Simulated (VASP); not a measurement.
**Sn: electric field gradients with LDA**

The system is Sn.

```
CELL_PARAMETERS angstrom
0.00000 3.28831 3.28831
3.28831 0.00000 3.28831
3.28831 3.28831 0.00000
ATOMIC_POSITIONS crystal
Sn 0.50000 0.50000 0.50000
Sn 0.75000 0.75000 0.75000
```

This cell differs from its parent crystal: volume scaled by 1.04.

```yaml
Program: VASP 6.6.1
Task: electric field gradients
Functional: LDA
Potentials_or_basis: VASP PAW LDA potentials, release 64 (Sn_d)
Cutoff: 520 eV
k_mesh: 9 × 9 × 9
Occupations: fermi-dirac, width 0.03 eV
Spin: no spin polarisation
Dipole_correction: no
Further_INCAR_settings: ALGO = Normal; EDIFF = 1e-08; NBANDS = 21
```

The pressure is -1.9 GPa. The band gap on the k mesh is zero (band 14 reaches 5.04 eV, above the bottom of band 15 at 4.79 eV).

Levels at points of the mesh, in eV from the Fermi level:
```csv
k point,band 10,band 11,band 12,band 13,band 14,band 15,band 16,band 17,band 18,band 19
"(0.00, 0.00, 0.00)",-21.10,-10.29,-0.97,0.19,0.19,0.19,2.24,2.24,2.24,4.92
```

It took 34 s on 1 thread of Intel(R) Xeon(R) Platinum 8375C CPU @ 2.90GHz (Ice Lake), with other jobs on the host, peak memory 0.18 GiB.

Caveat: without QUAD_EFG the Cq values of the log hold for a quadrupole moment of 1 mb, not for the nuclei; spin-orbit coupling is left out, which moves the levels of the heavy elements.
